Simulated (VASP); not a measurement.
# Na2S (Fm-3m) in VASP: further runs

Na2S is run at these levels: PBE; tasks: single point, relaxation of cell and atoms.

Everything below comes from runs of VASP 6.6.1. Logs are shortened: lines on timing, memory, paths and dates and some standing lists are left out, and cuts for length are marked.

## 1. The cell of the first run

It takes space group Fm-3m (No. 225, cubic). The conventional cell has a = 6.568 Å, b = 6.568 Å, c = 6.568 Å, α = 90.00°, β = 90.00°, γ = 90.00°. Na (site symmetry -43m) has 4 S at 2.84 Å and 6 Na at 3.28 Å within 3.7 Å. S (site symmetry m-3m) has 8 Na at 2.84 Å within 3.7 Å.

## 2. Single point, PBE

Input file INCAR:

```
PREC     = Accurate       # precision mode
ENCUT    = 500            # plane-wave cutoff, eV
EDIFF    = 1E-6           # SCF threshold, eV
ISMEAR   = 0              # smearing method
SIGMA    = 0.02           # smearing width, eV
LREAL    = False          # projectors in reciprocal space
LASPH    = True           # aspherical terms in the spheres
NELM     = 120            # most SCF steps
ALGO     = Normal         # electronic algorithm
ISIF     = 2              # what is computed and relaxed
LWAVE    = False          # write WAVECAR
LCHARG   = False          # write CHGCAR
GGA      = PE             # functional
NBANDS   = 17             # bands
GGA_COMPAT= False
```

Input file KPOINTS:

```
Automatic mesh
0
Gamma
  8 8 8
```

Input file POSCAR:

```
Na2S
1.0
    0.0000000000      3.2840059273      3.2840059273
    3.2840059273      0.0000000000      3.2840059273
    3.2840059273      3.2840059273      0.0000000000
Na S
2 1
Direct
    0.2500000000      0.2500000000      0.2500000000
    0.7500000000      0.7500000000      0.7500000000
    0.0000000000      0.0000000000      0.0000000000
```

Potentials or basis: VASP PAW PBE potentials, release 64 (Na_pv, S).

On the command line:

```
$ cat potpaw_PBE.64/Na_pv/POTCAR potpaw_PBE.64/S/POTCAR > POTCAR
$ mpirun -np 1 vasp_std > vasp.out
```

OUTCAR:

```text
PREC = Accurate
   ENCUT = 500
   EDIFF = 1E-6
   ISMEAR = 0
   LREAL = False
   LASPH = True
   NELM = 120
   ISIF = 2
   GGA = PE

 ion  position               nearest neighbor table
   1  0.250  0.250  0.250-
   2  0.750  0.750  0.750-
   3  0.000  0.000  0.000-

  LATTYP: Found a face centered cubic cell.
 ALAT       =     6.5680118546

  Lattice vectors:

 A1 = (   0.0000000000,   3.2840059273,   3.2840059273)
 A2 = (   3.2840059273,   0.0000000000,   3.2840059273)
 A3 = (   3.2840059273,   3.2840059273,   0.0000000000)

Analysis of symmetry for initial positions (statically):
=====================================================================
 Subroutine PRICEL returns:
 Original cell was already a primitive cell.

 Routine SETGRP: Setting up the symmetry group for a
 face centered cubic supercell.

 Subroutine GETGRP returns: Found 48 space group operations
 (whereof 48 operations were pure point group operations)
 out of a pool of 48 trial point group operations.

The static configuration has the point symmetry O_h .

Analysis of symmetry for dynamics (positions and initial velocities):
=====================================================================
 Subroutine PRICEL returns:
 Original cell was already a primitive cell.

 Routine SETGRP: Setting up the symmetry group for a
 face centered cubic supercell.

 Subroutine GETGRP returns: Found 48 space group operations
 (whereof 48 operations were pure point group operations)
 out of a pool of 48 trial point group operations.

The dynamic configuration has the point symmetry O_h .

 Subroutine INISYM returns: Found 48 space group operations
 (whereof 48 operations are pure point group operations),
 and found     1 'primitive' translations

----------------------------------------------------------------------------------------

                                     Primitive cell

  volume of cell :      70.8340

  direct lattice vectors                    reciprocal lattice vectors
     0.000000000  3.284005927  3.284005927    -0.152253075  0.152253075  0.152253075
     3.284005927  0.000000000  3.284005927     0.152253075 -0.152253075  0.152253075
     3.284005927  3.284005927  0.000000000     0.152253075  0.152253075 -0.152253075

  length of vectors
     4.644285721  4.644285721  4.644285721     0.263710061  0.263710061  0.263710061

  position of ions in fractional coordinates (direct lattice)
     0.250000000  0.250000000  0.250000000
     0.750000000  0.750000000  0.750000000
     0.000000000  0.000000000  0.000000000

  ion indices of the primitive-cell ions
   primitive index   ion index
                 1           1
                 2           2
                 3           3

----------------------------------------------------------------------------------------

 KPOINTS: Automatic mesh

Automatic generation of k-mesh.
 Grid dimensions read from file:
 generate k-points for:    8    8    8

 Generating k-lattice:

  Cartesian coordinates                     Fractional coordinates (reciprocal lattice)
    -0.019031634  0.019031634  0.019031634     0.125000000  0.000000000  0.000000000
     0.019031634 -0.019031634  0.019031634     0.000000000  0.125000000  0.000000000
     0.019031634  0.019031634 -0.019031634     0.000000000  0.000000000  0.125000000

  Length of vectors
     0.032963758  0.032963758  0.032963758

  Shift w.r.t. Gamma in fractional coordinates (k-lattice)
     0.000000000  0.000000000  0.000000000

 Subroutine IBZKPT returns following result:
 ===========================================

 Found     29 irreducible k-points:

 Following reciprocal coordinates:
            Coordinates               Weight
  0.000000  0.000000  0.000000      1.000000
  0.125000  0.000000  0.000000      8.000000
  0.250000  0.000000  0.000000      8.000000
  0.375000  0.000000  0.000000      8.000000
  0.500000  0.000000  0.000000      4.000000
  0.125000  0.125000  0.000000      6.000000
[... 16 lines left out ...]
  0.500000  0.250000  0.125000     48.000000
 -0.375000  0.250000  0.125000     24.000000
 [... further k-points ...]
   k-points           NKPTS =     29   k-points in BZ     NKDIM =     29   number of bands    NBANDS=     17
   number of dos      NEDOS =    301   number of ions     NIONS =      3
   total plane-waves  NPLWV =  46656
   dimension x,y,z NGX =    36 NGY =   36 NGZ =   36
   dimension x,y,z NGXF=    72 NGYF=   72 NGZF=   72
   ions per type =               2   1
   NGX,Y,Z   is equivalent  to a cutoff of  12.89, 12.89, 12.89 a.u.
   NGXF,Y,Z  is equivalent  to a cutoff of  25.77, 25.77, 25.77 a.u.
 SYSTEM =  unknown system
   PREC   = accura    normal or accurate (medium, high low for compatibility)
   ISTART =      0    job   : 0-new  1-cont  2-samecut
   ICHARG =      2    charge: 1-file 2-atom 10-const
   ISPIN  =      1    spin polarized calculation?
   LNONCOLLINEAR =      F non collinear calculations
   LSORBIT =      F    spin-orbit coupling
[... 27 lines left out ...]
   LORBIT       =      0    0 simple, 1 ext, 2 COOP (PROOUT), +10 PAW based schemes
   GGA     = PE    functional components
   LHFCALC =     F    Hartree Fock is set to
   AEXX    =    0.0000 exact exchange contribution
   IVDW    =     0    specifies the selected vdW correction
   LEPSILON=     F    determine dielectric tensor
   LRPA    =     F    only Hartree local field effects (RPA)
 non-spin polarized calculation
 Gauss-broadening in eV      SIGMA  =   0.02
  energy-cutoff  :      500.00
  volume of cell :       70.83
 maximum number of plane-waves:      1824
 NGX is ok and might be reduce to    36
   NGX = 17   NGY = 17   NGZ = 17

 number of electron      19.9999995 magnetization

 Free energy of the ion-electron system (eV)
  ---------------------------------------------------
  ext. energy  EPLUGINS =         0.00000000
  ---------------------------------------------------
  free energy    TOTEN  =        -9.97615808 eV

  energy without entropy =       -9.97615808  energy(sigma->0) =       -9.97615808

 E-fermi :   0.3192     XC(G=0):  -7.7764

 val. band max:        0.1363020798   @ k =   0.0000   0.0000   0.0000
 cond. band min:       2.5813642863   @ k =   0.0000   0.0000   0.0000
 fundamental gap:      2.4450622065
 Fermi energy:         0.3192048187

 k-point     1 :       0.0000    0.0000    0.0000
  band No.  band energies     occupation
      1     -22.1319      2.00000
      2     -22.1319      2.00000
      3     -22.1319      2.00000
      4     -22.0804      2.00000
      5     -22.0804      2.00000
      6     -22.0804      2.00000
[... 9 lines left out ...]
     16       9.4634      0.00000
     17      11.2874      0.00000

 k-point     2 :       0.1250    0.0000    0.0000
  band No.  band energies     occupation
      1     -22.1307      2.00000
      2     -22.1301      2.00000
      3     -22.1301      2.00000
      4     -22.0834      2.00000
      5     -22.0825      2.00000
      6     -22.0825      2.00000
[... 9 lines left out ...]
     16       9.0825      0.00000
     17      10.8499      0.00000

 k-point     3 :       0.2500    0.0000    0.0000
  band No.  band energies     occupation
      1     -22.1269      2.00000
      2     -22.1248      2.00000
      3     -22.1248      2.00000
      4     -22.0913      2.00000
      5     -22.0884      2.00000
      6     -22.0884      2.00000
[... 9 lines left out ...]
     16       9.2394      0.00000
     17      10.3872      0.00000

 k-point     4 :       0.3750    0.0000    0.0000
  band No.  band energies     occupation
      1     -22.1208      2.00000
      2     -22.1168      2.00000
      3     -22.1168      2.00000
      4     -22.1014      2.00000
      5     -22.0970      2.00000
      6     -22.0970      2.00000
[... 9 lines left out ...]
     16      10.2448      0.00000
     17      10.5957      0.00000
[... 343 lines left out ...]
      1     -22.1391      2.00000
      2     -22.1275      2.00000
      3     -22.1171      2.00000
      4     -22.1009      2.00000
      5     -22.0876      2.00000
      6     -22.0760      2.00000
[... 9 lines left out ...]
     16      10.6545      0.00000
     17      11.7361      0.00000

 k-point    23 :       0.5000    0.2500    0.1250
  band No.  band energies     occupation
      1     -22.1409      2.00000
      2     -22.1290      2.00000
      3     -22.1189      2.00000
      4     -22.0973      2.00000
      5     -22.0900      2.00000
      6     -22.0763      2.00000
[... 9 lines left out ...]
     16      11.1517      0.00000
     17      11.9981      0.00000

 k-point    24 :      -0.3750    0.2500    0.1250
  band No.  band energies     occupation
      1     -22.1394      2.00000
      2     -22.1353      2.00000
      3     -22.1084      2.00000
      4     -22.1082      2.00000
      5     -22.0817      2.00000
      6     -22.0809      2.00000
[... 9 lines left out ...]
     16      10.7168      0.00000
     17      11.9921      0.00000

 [... further k-points ...]

------------------------ aborting loop because EDIFF is reached ----------------------------------------

  FORCE on cell =-STRESS in cart. coord.  units (eV):
  Direction    XX          YY          ZZ          XY          YZ          ZX
  --------------------------------------------------------------------------------------
  -------------------------------------------------------------------------------------
  Total        0.0009438      0.0009438      0.0009438      0.0000000      0.0000000     -0.0000000
  in kB        0.0213480      0.0213480      0.0213480      0.0000000      0.0000000     -0.0000000
  external PRESSURE =       0.0213480 kB  Pullay stress =       0.0000000 kB

 VOLUME and BASIS-vectors are now :
 -----------------------------------------------------------------------------
  energy-cutoff  :      500.00
  volume of cell :       70.83
      direct lattice vectors                 reciprocal lattice vectors
     0.000000000  3.284005927  3.284005927    -0.152253075  0.152253075  0.152253075
     3.284005927  0.000000000  3.284005927     0.152253075 -0.152253075  0.152253075
     3.284005927  3.284005927  0.000000000     0.152253075  0.152253075 -0.152253075

 POSITION                                       TOTAL-FORCE (eV/Angst)
 -----------------------------------------------------------------------------------
      1.64200      1.64200      1.64200         0.000000      0.000000      0.000000
      4.92601      4.92601      4.92601        -0.000000     -0.000000     -0.000000
      0.00000      0.00000      0.00000         0.000000      0.000000      0.000000
 -----------------------------------------------------------------------------------
    total drift:                                0.000000      0.000000      0.000000

  FREE ENERGIE OF THE ION-ELECTRON SYSTEM (eV)
  ---------------------------------------------------
  free  energy   TOTEN  =        -9.9761580755 eV

  energy  without entropy=       -9.9761580755  energy(sigma->0) =       -9.97615808
```

Run time: 25 s. Hardware: 1 thread of Intel Xeon Platinum 8488C (Sapphire Rapids), shared host; peak memory 0.2 GiB.

Results:

```
Free energy            : -9.9762 eV
Pressure               : 0.0 GPa
Band gap on the k mesh : 2.45 eV
```

A k mesh can miss the band edges. A hybrid or GW would open this gap; PBE tends to underestimate it.

## 3. Single point, PBE (24.32 Å³/atom)

This run uses another cell than the first one, of 24.32 Å³/atom.

Input file INCAR:

```
  PREC = Accurate
  ENCUT = 500
  EDIFF = 1E-6
  ISMEAR = 0
  SIGMA = 0.02
  LREAL = False
  LASPH = True
  NELM = 120
  ALGO = Normal
  ISIF = 2
  LWAVE = False
  LCHARG = True
  GGA = PE
  LELF = True
  LVHAR = True
  NBANDS = 17
  GGA_COMPAT = False
```

KPOINTS is that of step 2.

Input file POSCAR:

```
Na2S
1.0
    0.0000000000      3.3165229522      3.3165229522
    3.3165229522      0.0000000000      3.3165229522
    3.3165229522      3.3165229522      0.0000000000
Na S
2 1
Direct
    0.2500000000      0.2500000000      0.2500000000
    0.7500000000      0.7500000000      0.7500000000
    0.0000000000      0.0000000000      0.0000000000
```

Potentials or basis: VASP PAW PBE potentials, release 64 (Na_pv, S).

On the command line:

```
$ cat potpaw_PBE.64/Na_pv/POTCAR potpaw_PBE.64/S/POTCAR > POTCAR
$ mpirun -np 1 vasp_std > vasp.out
```

It took 26 s on 1 thread of Intel Xeon Platinum 8488C (Sapphire Rapids), shared host; peak memory 0.2 GiB.

It converged, with:

- Free energy: -9.9713 eV
- Pressure: -0.8 GPa
- Band gap on the k mesh: 2.35 eV

Levels at points of the mesh, in eV from the valence-band top:
```csv
k point,band 6,band 7,band 8,band 9,band 10,band 11,band 12,band 13,band 14,band 15
"(0.00, 0.00, 0.00)",-22.29,-10.09,0.00,0.00,0.00,2.35,7.60,7.60,7.60,9.26
"(0.50, 0.00, 0.00)",-22.31,-9.87,-1.57,-0.13,-0.13,4.62,6.28,7.05,7.05,10.82
"(0.50, 0.50, 0.00)",-22.28,-9.80,-1.41,-0.44,-0.44,3.82,5.87,8.12,9.50,9.50
```

## 4. Single point, PBE (25.03 Å³/atom)

This run uses another cell than the first one, of 25.03 Å³/atom.

Input file INCAR:

```
ALGO = Normal
EDIFF = 1E-6
ENCUT = 500
GGA = PE
GGA_COMPAT = False
ISIF = 2
ISMEAR = 0
LASPH = True
LCHARG = True
LELF = True
LREAL = False
LVHAR = True
LWAVE = False
NBANDS = 17
NELM = 120
PREC = Accurate
SIGMA = 0.02
```

Input file KPOINTS:

```
k-points
0
Gamma
  8 8 8
```

Input file POSCAR:

```
Na2S
1.0
    0.0000000000      3.3484145524      3.3484145524
    3.3484145524      0.0000000000      3.3484145524
    3.3484145524      3.3484145524      0.0000000000
Na S
2 1
Direct
    0.2500000000      0.2500000000      0.2500000000
    0.7500000000      0.7500000000      0.7500000000
    0.0000000000      0.0000000000      0.0000000000
```

On the command line:

```
$ cat potpaw_PBE.64/Na_pv/POTCAR potpaw_PBE.64/S/POTCAR > POTCAR
$ mpirun -np 1 vasp_std > vasp.out
```

It took 25 s on 1 thread of Intel Xeon Platinum 8488C (Sapphire Rapids), shared host; peak memory 0.2 GiB.

It converged, with:

- Free energy: -9.9569 eV
- Pressure: -1.5 GPa
- Band gap on the k mesh: 2.26 eV

Levels at points of the mesh, in eV from the valence-band top:
```
           k point  band 7  band 8  band 9  band 10  band 11  band 12  band 13  band 14
(0.00, 0.00, 0.00)  -10.05    0.00    0.00     0.00     2.26     7.50     7.50     7.50
(0.50, 0.00, 0.00)   -9.85   -1.53   -0.13    -0.13     4.50     6.16     6.98     6.98
(0.50, 0.50, 0.00)   -9.79   -1.37   -0.43    -0.43     3.80     5.78     7.90     9.31
```

A k mesh can miss the band edges. Expect the measured gap to be larger: semilocal functionals such as PBE lack the derivative discontinuity.

## 5. Single point, PBE (25.97 Å³/atom)

This run uses another cell than the first one, of 25.97 Å³/atom.

Input file INCAR:

```
ALGO     = Normal         # electronic algorithm
EDIFF    = 1E-6           # SCF threshold, eV
ENCUT    = 500            # plane-wave cutoff, eV
GGA      = PE             # functional
GGA_COMPAT= False        
ISIF     = 2              # what is computed and relaxed
ISMEAR   = 0              # smearing method
LASPH    = True           # aspherical terms in the spheres
LCHARG   = False          # write CHGCAR
LREAL    = False          # projectors in reciprocal space
LWAVE    = False          # write WAVECAR
NBANDS   = 17             # bands
NELM     = 120            # most SCF steps
PREC     = Accurate       # precision mode
SIGMA    = 0.02           # smearing width, eV
```

KPOINTS is that of step 4.

Input file POSCAR:

```
Na2S
1.0
    0.0000000000      3.3900140178      3.3900140178
    3.3900140178      0.0000000000      3.3900140178
    3.3900140178      3.3900140178      0.0000000000
Na S
2 1
Direct
    0.2500000000      0.2500000000      0.2500000000
    0.7500000000      0.7500000000      0.7500000000
    0.0000000000      0.0000000000      0.0000000000
```

On the command line:

```
$ cat potpaw_PBE.64/Na_pv/POTCAR potpaw_PBE.64/S/POTCAR > POTCAR
$ mpirun -np 1 vasp_std > vasp.out
```

Run time: 24 s. Hardware: 1 thread of Intel Xeon Platinum 8488C (Sapphire Rapids), shared host; peak memory 0.2 GiB.

Results (log left out):

```
Free energy            : -9.9250 eV
Pressure               : -2.2 GPa
Band gap on the k mesh : 2.15 eV
```

Levels at points of the mesh, in eV from the valence-band top:
| k point | band 7 | band 8 | band 9 | band 10 | band 11 | band 12 | band 13 | band 14 |
| --- | --- | --- | --- | --- | --- | --- | --- | --- |
| (0.00, 0.00, 0.00) | -10.01 | 0.00 | 0.00 | 0.00 | 2.15 | 7.37 | 7.37 | 7.37 |
| (0.50, 0.00, 0.00) | -9.83 | -1.47 | -0.12 | -0.12 | 4.36 | 6.01 | 6.90 | 6.90 |
| (0.50, 0.50, 0.00) | -9.77 | -1.32 | -0.42 | -0.42 | 3.78 | 5.67 | 7.62 | 9.08 |

## 6. Relaxation of cell and atoms, PBE

This run uses another cell than the first one, of 23.39 Å³/atom.

Input file INCAR:

```
SYSTEM = Na2S
PREC = Accurate ; ENCUT = 500
EDIFF = 1E-7 ; ISMEAR = 0
SIGMA = 0.02 ; LREAL = .FALSE.
LASPH = .TRUE. ; NELM = 120
ALGO = Normal ; ISIF = 3
LWAVE = .FALSE. ; LCHARG = .FALSE.
GGA = PE ; IBRION = 2
NSW = 100 ; EDIFFG = -0.005
GGA_COMPAT = .FALSE. ; NELMIN = 4
```

Input file KPOINTS:

```
regular mesh
0
G
  8 8 8
  0 0 0
```

Input file POSCAR:

```
Na2S
1.0
    0.0000000000      3.2735000000      3.2735000000
    3.2735000000      0.0000000000      3.2735000000
    3.2735000000      3.2735000000      0.0000000000
Na S
2 1
Direct
    0.2500000000      0.2500000000      0.2500000000
    0.7500000000      0.7500000000      0.7500000000
    0.0000000000      0.0000000000      0.0000000000
```

Potentials or basis: VASP PAW PBE potentials, release 64 (Na_pv, S).

On the command line:

```
$ cat potpaw_PBE.64/Na_pv/POTCAR potpaw_PBE.64/S/POTCAR > POTCAR
$ mpirun -np 1 vasp_std > vasp.out
```

Run time: 41 s. Hardware: 1 thread of Intel Xeon Platinum 8488C (Sapphire Rapids), shared host; peak memory 0.21 GiB.

It converged, with:

- Free energy: -9.9760 eV
- Relaxed volume: 23.60 Å³/atom
- Relaxed cell: a = 4.644 Å, b = 4.644 Å, c = 4.644 Å, α = 60.00°, β = 60.00°, γ = 60.00°
- Space group after relaxing (to 0.1 Å): Fm-3m (No. 225)
- Energy gained by relaxing: 0.2 meV/atom
- Ionic steps: 3
- Pressure after relaxing: 0.0 GPa
- Band gap on the k mesh: 2.45 eV

Step by step:
| step | energy change (eV) | largest force (eV/Å) | pressure (GPa) | volume (Å³) |
| --- | --- | --- | --- | --- |
| 1 | 0.0000 | 0.0000 | 0.28 | 70.16 |
| 2 | -0.0005 | 0.0000 | 0.10 | 70.57 |
| 3 | -0.0006 | 0.0000 | 0.00 | 70.81 |

Final structure:
```xyz
3
Lattice="0.0000 3.2836 3.2836 3.2836 0.0000 3.2836 3.2836 3.2836 0.0000" Properties=species:S:1:pos:R:3 pbc="T T T"
Na    1.6418    1.6418    1.6418
Na    4.9254    4.9254    4.9254
S     0.0000    0.0000    0.0000
```

Levels at points of the mesh, in eV from the valence-band top:
```
           k point  band 6  band 7  band 8  band 9  band 10  band 11  band 12  band 13  band 14
(0.00, 0.00, 0.00)  -22.22  -10.13    0.00    0.00     0.00     2.45     7.70     7.70     7.70
(0.50, 0.00, 0.00)  -22.24   -9.89   -1.62   -0.13    -0.13     4.74     6.40     7.12     7.12
(0.50, 0.50, 0.00)  -22.20   -9.81   -1.45   -0.45    -0.45     3.84     5.97     8.36     9.69
```

A k mesh can miss the band edges. PBE usually gives volumes a little too large and moduli too small.

## 7. Summary

| task | cell | gap on the mesh (eV) | pressure (GPa) |
| --- | --- | --- | --- |
| single point | a = 4.644 Å, angles 60.0°, 3 atoms | 2.45 | 0.0 |
| single point | a = 4.690 Å, angles 60.0°, 3 atoms | 2.35 | -0.8 |
| single point | a = 4.735 Å, angles 60.0°, 3 atoms | 2.26 | -1.5 |
| single point | a = 4.794 Å, angles 60.0°, 3 atoms | 2.15 | -2.2 |
| relaxation of cell and atoms | relaxed from a = 4.629 Å, angles 60.0°, 3 atoms | 2.45 | 0.0 |

Alike in all rows: level PBE; potentials or basis VASP PAW PBE potentials, release 64 (Na_pv, S); no spin polarisation; k mesh 8 × 8 × 8; cutoff (eV) 500; smearing gaussian 0.02 eV.

Total energies depend on the potentials used, so only differences within one code and one set of settings carry meaning.
